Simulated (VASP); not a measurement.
RbBr:

```
CELL_PARAMETERS angstrom
0.00000 3.45595 3.45595
3.45595 0.00000 3.45595
3.45595 3.45595 0.00000
ATOMIC_POSITIONS crystal
Rb 0.00000 0.00000 0.00000
Br 0.50000 0.50000 0.50000
```

| Item | Value |
| --- | --- |
| Program | VASP 6.6.1 |
| Task | relaxation of cell and atoms |
| Functional | PBE |
| Potentials or basis | VASP PAW PBE potentials, release 64 (Rb_sv, Br) |
| Cutoff | 600 eV |
| k mesh | 6 × 6 × 6 |
| Occupations | fermi-dirac, width 0.02 eV |
| Spin | no spin polarisation |

At the start: pressure 0.6 GPa; volume 41.28 Å³/atom.

Task: Where does the relaxation end?

Result: Over 5 steps the energy falls by 3.8 meV/atom and the volume is 43.26 Å³/atom (+4.8 %); space group Fm-3m (No. 225, to 0.1 Å) before and after.

The path:
```tsv
step	energy change (eV)	largest force (eV/Å)	pressure (GPa)	volume (Å³)
1	0.0000	0.0000	0.63	82.55
2	-0.0056	0.0000	0.31	84.50
3	-0.0069	0.0000	-0.14	87.79
4	-0.0075	0.0000	-0.02	86.71
5	-0.0075	0.0000	0.01	86.52
```

Final structure:
```xyz
2
Lattice="0.0000 3.5104 3.5104 3.5104 0.0000 3.5104 3.5104 3.5104 0.0000" Properties=species:S:1:pos:R:3 pbc="T T T"
Rb    0.0000    0.0000    0.0000
Br    3.5104    3.5104    3.5104
```
